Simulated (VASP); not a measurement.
# LaP2Ru2 (I4/mmm) in VASP: single point with LDA

Aim: the single point of LaP2Ru2 with LDA.

Program: VASP 6.6.1. These are calculated values, not measurements. Logs are shortened: lines on timing, memory, paths and dates and some standing lists are left out, and cuts for length are marked.

### 1 The cell of the first run

It takes space group I4/mmm (No. 139, tetragonal). The conventional cell has a = 4.006 Å, b = 4.006 Å, c = 9.829 Å, α = 90.00°, β = 90.00°, γ = 90.00°. Within 4.1 Å of La (site symmetry 4/mmm) lie 10 P at 3.11 to 3.62 Å and 8 Ru at 3.17 Å and 4 La at 4.01 Å. Within 3.2 Å of Ru (site symmetry -4m2) lie 4 P at 2.32 Å and 4 Ru at 2.83 Å and 4 La at 3.17 Å. P (site symmetry 4mm) has 4 Ru at 2.32 Å and 1 P at 2.59 Å and 4 La at 3.11 Å within 3.2 Å.

### 2 Single point, LDA

The input, INCAR:

```
SYSTEM = LaP2Ru2
  PREC = Accurate
  ENCUT = 520
  EDIFF = 1E-6
  ISMEAR = 0
  SIGMA = 0.03
  LREAL = .FALSE.
  LASPH = .TRUE.
  NELM = 80
  ALGO = Normal
  ISIF = 2
  LWAVE = .FALSE.
  LCHARG = .FALSE.
  NBANDS = 32
```

The input, KPOINTS:

```
Automatic mesh
0
G
  14 14 14
  0 0 0
```

The input, POSCAR:

```
LaP2Ru2
1.0
   -2.0030360000      2.0030360000      4.9144260000
    2.0030360000     -2.0030360000      4.9144260000
    2.0030360000      2.0030360000     -4.9144260000
La Ru P
1 2 2
Direct
    0.0000000000      0.0000000000      0.0000000000
    0.7500000000      0.2500000000      0.5000000000
    0.2500000000      0.7500000000      0.5000000000
    0.3682440000      0.3682440000      0.0000000000
    0.6317560000      0.6317560000      0.0000000000
```

Potentials or basis: VASP PAW LDA potentials, release 64 (La, Ru_pv, P).

Started as:

```bash
> cat potpaw_LDA.64/La/POTCAR potpaw_LDA.64/Ru_pv/POTCAR potpaw_LDA.64/P/POTCAR > POTCAR
> mpirun -np 1 vasp_std > vasp.out
```

OUTCAR:

```text
SYSTEM = LaP2Ru2
   PREC = Accurate
   ENCUT = 520
   EDIFF = 1E-6
   ISMEAR = 0
   LREAL = .FALSE.
   LASPH = .TRUE.
   NELM = 80
   ISIF = 2

 ion  position               nearest neighbor table
   1  0.000  0.000  0.000-   5 3.11   5 3.11   5 3.11   4 3.11   5 3.11   4 3.11   4 3.11   4 3.11
                             2 3.17   3 3.17   2 3.17   3 3.17   2 3.17   2 3.17   3 3.17   3 3.17
   2  0.750  0.250  0.500-   4 2.32   5 2.32   4 2.32   5 2.32   3 2.83   3 2.83   3 2.83   3 2.83
                             1 3.17   1 3.17   1 3.17   1 3.17
   3  0.250  0.750  0.500-   4 2.32   5 2.32   4 2.32   5 2.32   2 2.83   2 2.83   2 2.83   2 2.83
                             1 3.17   1 3.17   1 3.17   1 3.17
   4  0.368  0.368  0.000-   2 2.32   3 2.32   3 2.32   2 2.32   5 2.59   1 3.11   1 3.11   1 3.11
                             1 3.11
   5  0.632  0.632  0.000-   3 2.32   2 2.32   2 2.32   3 2.32   4 2.59   1 3.11   1 3.11   1 3.11
                             1 3.11

  LATTYP: Found a body centered tetragonal cell.
 ALAT       =     4.0060720000
 C/A-ratio  =     2.4534886043

  Lattice vectors:

 A1 = (  -2.0030360000,   2.0030360000,   4.9144260000)
 A2 = (   2.0030360000,  -2.0030360000,   4.9144260000)
 A3 = (   2.0030360000,   2.0030360000,  -4.9144260000)

Analysis of symmetry for initial positions (statically):
=====================================================================
 Subroutine PRICEL returns:
 Original cell was already a primitive cell.

 Routine SETGRP: Setting up the symmetry group for a
 body centered tetragonal supercell.

 Subroutine GETGRP returns: Found 16 space group operations
 (whereof 16 operations were pure point group operations)
 out of a pool of 16 trial point group operations.

The static configuration has the point symmetry D_4h.

Analysis of symmetry for dynamics (positions and initial velocities):
=====================================================================
 Subroutine PRICEL returns:
 Original cell was already a primitive cell.

 Routine SETGRP: Setting up the symmetry group for a
 body centered tetragonal supercell.

 Subroutine GETGRP returns: Found 16 space group operations
 (whereof 16 operations were pure point group operations)
 out of a pool of 16 trial point group operations.

The dynamic configuration has the point symmetry D_4h.

 Subroutine INISYM returns: Found 16 space group operations
 (whereof 16 operations are pure point group operations),
 and found     1 'primitive' translations

----------------------------------------------------------------------------------------

                                     Primitive cell

  volume of cell :      78.8697

  direct lattice vectors                    reciprocal lattice vectors
    -2.003036000  2.003036000  4.914426000     0.000000000  0.249621075  0.101741282
     2.003036000 -2.003036000  4.914426000     0.249621075  0.000000000  0.101741282
     2.003036000  2.003036000 -4.914426000     0.249621075  0.249621075  0.000000000

  length of vectors
     5.672379513  5.672379513  5.672379513     0.269558843  0.269558843  0.353017510

  position of ions in fractional coordinates (direct lattice)
     0.000000000  0.000000000  0.000000000
     0.750000000  0.250000000  0.500000000
     0.250000000  0.750000000  0.500000000
     0.368244000  0.368244000  0.000000000
     0.631756000  0.631756000  0.000000000

  ion indices of the primitive-cell ions
   primitive index   ion index
                 1           1
                 2           2
                 3           3
                 4           4
                 5           5

----------------------------------------------------------------------------------------

 KPOINTS: Automatic mesh

Automatic generation of k-mesh.
 Grid dimensions read from file:
 generate k-points for:   14   14   14

 Generating k-lattice:

  Cartesian coordinates                     Fractional coordinates (reciprocal lattice)
     0.000000000  0.017830077  0.007267234     0.071428571  0.000000000  0.000000000
     0.017830077  0.000000000  0.007267234     0.000000000  0.071428571  0.000000000
     0.017830077  0.017830077  0.000000000     0.000000000  0.000000000  0.071428571

  Length of vectors
     0.019254203  0.019254203  0.025215536

  Shift w.r.t. Gamma in fractional coordinates (k-lattice)
     0.000000000  0.000000000  0.000000000

 Subroutine IBZKPT returns following result:
 ===========================================

 Found    244 irreducible k-points:

 Following reciprocal coordinates:
            Coordinates               Weight
  0.000000  0.000000  0.000000      1.000000
  0.071429  0.000000  0.000000      8.000000
  0.142857 -0.000000  0.000000      8.000000
  0.214286  0.000000  0.000000      8.000000
  0.285714  0.000000  0.000000      8.000000
  0.357143 -0.000000  0.000000      8.000000
[... 16 lines left out ...]
  0.214286  0.142857  0.000000     16.000000
  0.285714  0.142857  0.000000     16.000000
 [... further k-points ...]
   k-points           NKPTS =    244   k-points in BZ     NKDIM =    244   number of bands    NBANDS=     32
   number of dos      NEDOS =    301   number of ions     NIONS =      5
   total plane-waves  NPLWV =  74088
   dimension x,y,z NGX =    42 NGY =   42 NGZ =   42
   dimension x,y,z NGXF=    84 NGYF=   84 NGZF=   84
   ions per type =               1   2   2
   NGX,Y,Z   is equivalent  to a cutoff of  12.31, 12.31, 12.31 a.u.
   NGXF,Y,Z  is equivalent  to a cutoff of  24.62, 24.62, 24.62 a.u.
 SYSTEM =  LaP2Ru2
   PREC   = accura    normal or accurate (medium, high low for compatibility)
   ISTART =      0    job   : 0-new  1-cont  2-samecut
   ICHARG =      2    charge: 1-file 2-atom 10-const
   ISPIN  =      1    spin polarized calculation?
   LNONCOLLINEAR =      F non collinear calculations
   LSORBIT =      F    spin-orbit coupling
   LASPH  =      T    aspherical Exc in radial PAW
   ENCUT  =  520.0 eV  38.22 Ry    6.18 a.u.  10.55 10.55 10.55*2*pi/ulx,y,z
   NELM   =     80;   NELMIN=  2; NELMDL= -5     # of ELM steps
   EDIFF  = 0.1E-05   stopping-criterion for ELM
   LREAL  =      F    real-space projection
   EDIFFG = 0.1E-04   stopping-criterion for IOM
   NSW    =      0    number of steps for IOM
   IBRION =     -1    ionic relax: 0-MD 1-quasi-New 2-CG
   NFREE  =      0    steps in history (QN), initial steepest desc. (CG)
   ISIF   =      2    stress and relaxation
   ISYM   =      2    0-nonsym 1-usesym 2-fastsym
   POTIM  = 0.5000    time-step for ionic-motion
   TEBEG  =    0.0;   TEEND  =   0.0 temperature during run
   PSTRESS=    0.0 pullay stress
   NELECT =      49.0000    total number of electrons
   NUPDOWN=      -1.0000    fix difference up-down
   EMIN   =  10.00;   EMAX   =-10.00  energy-range for DOS
   EFERMI =   0.00;   METHOD = LEGACY
   ISMEAR =     0;   SIGMA  =   0.03  broadening in eV -4-tet -1-fermi 0-gaus
   EFERMI_NEDOS =   21; number of points for ismear=-14 and -15
   IALGO  =     38    algorithm
   IMIX   =      4    mixing-type and parameters
     AMIX     =   0.40;   BMIX     =  1.00
     AMIX_MAG =   1.60;   BMIX_MAG =  1.00
  volume/ion in A,a.u.               =      15.77       106.45
  Fermi-wavevector in a.u.,A,eV,Ry     =   1.396915  2.639787 26.550035  1.951373
  Thomas-Fermi vector in A             =   2.520223
   LORBIT       =      0    0 simple, 1 ext, 2 COOP (PROOUT), +10 PAW based schemes
   GGA     = CA    functional components
   LHFCALC =     F    Hartree Fock is set to
   AEXX    =    0.0000 exact exchange contribution
   IVDW    =     0    specifies the selected vdW correction
   LEPSILON=     F    determine dielectric tensor
   LRPA    =     F    only Hartree local field effects (RPA)
 non-spin polarized calculation
 Gauss-broadening in eV      SIGMA  =   0.03
  energy-cutoff  :      520.00
  volume of cell :       78.87
 maximum number of plane-waves:      2158
   NGX = 21   NGY = 21   NGZ = 21

 number of electron      48.9999995 magnetization

 Free energy of the ion-electron system (eV)
  ---------------------------------------------------
  ext. energy  EPLUGINS =         0.00000000
  ---------------------------------------------------
  free energy    TOTEN  =       -44.44037915 eV

  energy without entropy =      -44.43918738  energy(sigma->0) =      -44.43978327

 E-fermi :  12.0213     XC(G=0): -12.5196

 val. band max:       12.0199698443   @ k =   0.3571   0.1429   0.0714
 cond. band min:      12.0225030925   @ k =  -0.2857   0.2857   0.2857
 fundamental gap:      0.0025332482
 Fermi energy:        12.0212983632

 k-point     1 :       0.0000    0.0000    0.0000
  band No.  band energies     occupation
      1     -30.9420      2.00000
      2     -30.9420      2.00000
      3     -30.6417      2.00000
      4     -30.6137      2.00000
      5     -30.6137      2.00000
      6     -30.5548      2.00000
[... 24 lines left out ...]
     31      14.7422      0.00000
     32      14.8510      0.00000

 k-point     2 :       0.0714    0.0000    0.0000
  band No.  band energies     occupation
      1     -30.9384      2.00000
      2     -30.9379      2.00000
      3     -30.6406      2.00000
      4     -30.6185      2.00000
      5     -30.6179      2.00000
      6     -30.5558      2.00000
[... 24 lines left out ...]
     31      14.7355      0.00000
     32      14.8399      0.00000

 k-point     3 :       0.1429   -0.0000    0.0000
  band No.  band energies     occupation
      1     -30.9280      2.00000
      2     -30.9260      2.00000
      3     -30.6372      2.00000
      4     -30.6324      2.00000
      5     -30.6303      2.00000
      6     -30.5589      2.00000
[... 24 lines left out ...]
     31      14.7283      0.00000
     32      14.8063      0.00000

 k-point     4 :       0.2143    0.0000    0.0000
  band No.  band energies     occupation
      1     -30.9109      2.00000
      2     -30.9067      2.00000
      3     -30.6546      2.00000
      4     -30.6502      2.00000
      5     -30.6319      2.00000
      6     -30.5638      2.00000
[... 24 lines left out ...]
     31      14.7456      0.00000
     32      14.7843      0.00000

 k-point     5 :       0.2857    0.0000    0.0000
  band No.  band energies     occupation
      1     -30.8877      2.00000
      2     -30.8811      2.00000
      3     -30.6834      2.00000
      4     -30.6765      2.00000
      5     -30.6248      2.00000
      6     -30.5705      2.00000
[... 584 lines left out ...]
     31      14.7331      0.00000
     32      14.8121      0.00000

 k-point    22 :       0.1429    0.1429    0.0000
  band No.  band energies     occupation
      1     -30.9523      2.00000
      2     -30.8747      2.00000
      3     -30.6873      2.00000
      4     -30.6333      2.00000
      5     -30.6071      2.00000
      6     -30.5624      2.00000
[... 24 lines left out ...]
     31      14.6962      0.00000
     32      14.7608      0.00000

 k-point    23 :       0.2143    0.1429    0.0000
  band No.  band energies     occupation
      1     -30.9530      2.00000
      2     -30.8412      2.00000
      3     -30.7236      2.00000
      4     -30.6285      2.00000
      5     -30.6086      2.00000
      6     -30.5668      2.00000
[... 24 lines left out ...]
     31      14.6838      0.00000
     32      14.7442      0.00000

 k-point    24 :       0.2857    0.1429    0.0000
  band No.  band energies     occupation
      1     -30.9453      2.00000
      2     -30.8047      2.00000
      3     -30.7628      2.00000
      4     -30.6221      2.00000
      5     -30.6189      2.00000
      6     -30.5728      2.00000
[... 24 lines left out ...]
     31      14.6542      0.00000
     32      14.7276      0.00000

 [... further k-points ...]

------------------------ aborting loop because EDIFF is reached ----------------------------------------

  FORCE on cell =-STRESS in cart. coord.  units (eV):
  Direction    XX          YY          ZZ          XY          YZ          ZX
  --------------------------------------------------------------------------------------
  -------------------------------------------------------------------------------------
  Total        2.6124683      2.6124683      2.5130623      0.0000000      0.0000000      0.0000000
  in kB       53.0702717     53.0702717     51.0509154      0.0000000      0.0000000      0.0000000
  external PRESSURE =      52.3971530 kB  Pullay stress =       0.0000000 kB

 VOLUME and BASIS-vectors are now :
 -----------------------------------------------------------------------------
  energy-cutoff  :      520.00
  volume of cell :       78.87
      direct lattice vectors                 reciprocal lattice vectors
    -2.003036000  2.003036000  4.914426000     0.000000000  0.249621075  0.101741282
     2.003036000 -2.003036000  4.914426000     0.249621075  0.000000000  0.101741282
     2.003036000  2.003036000 -4.914426000     0.249621075  0.249621075  0.000000000

 POSITION                                       TOTAL-FORCE (eV/Angst)
 -----------------------------------------------------------------------------------
      0.00000      0.00000      0.00000         0.000000      0.000000      0.000000
      0.00000      2.00304      2.45721         0.000000      0.000000     -0.000000
      2.00304      0.00000      2.45721         0.000000      0.000000     -0.000000
      0.00000      0.00000      3.61942        -0.000000     -0.000000      0.030494
      0.00000      0.00000      6.20944         0.000000      0.000000     -0.030494
 -----------------------------------------------------------------------------------
    total drift:                               -0.000000     -0.000000     -0.000000

  FREE ENERGIE OF THE ION-ELECTRON SYSTEM (eV)
  ---------------------------------------------------
  free  energy   TOTEN  =       -44.4403791536 eV

  energy  without entropy=      -44.4391873825  energy(sigma->0) =      -44.43978327
```

Wall time 14 min (1 thread of Intel Xeon Platinum 8259CL at 2.50GHz (Skylake/Cascade Lake), shared host); peak memory 0.71 GiB.

Results:

```yaml
Free_energy: -44.4404 eV
Pressure: 5.2 GPa
Largest_force: 0.030 eV/Å
Band_gap_on_the_k_mesh: zero (an odd number of electrons rules out a gap without spin polarisation)
```

Forces on the atoms (eV/Å):
```
La   0.000  0.000  0.000
Ru   0.000  0.000  0.000
Ru   0.000  0.000  0.000
P    0.000  0.000  0.030
P    0.000  0.000 -0.030
```

Levels at points of the mesh, in eV from the Fermi level:
| k point | band 22 | band 23 | band 24 | band 25 | band 26 | band 27 | band 28 | band 29 |
| --- | --- | --- | --- | --- | --- | --- | --- | --- |
| (0.00, 0.00, 0.00) | -1.15 | -1.15 | -1.13 | -0.56 | 1.04 | 1.04 | 1.05 | 2.43 |
| (0.50, 0.00, 0.00) | -2.54 | -2.15 | -1.58 | -0.15 | 1.28 | 1.53 | 1.97 | 2.39 |
| (0.50, 0.50, 0.00) | -1.88 | -1.40 | -1.36 | -0.81 | 0.24 | 1.09 | 1.37 | 2.37 |
| (0.50, 0.50, 0.50) | -0.63 | -0.17 | -0.17 | 1.05 | 1.87 | 2.01 | 2.05 | 2.29 |

Caveat: the cell stands under pressure; spin-orbit coupling is left out, which moves the levels of the heavy elements.
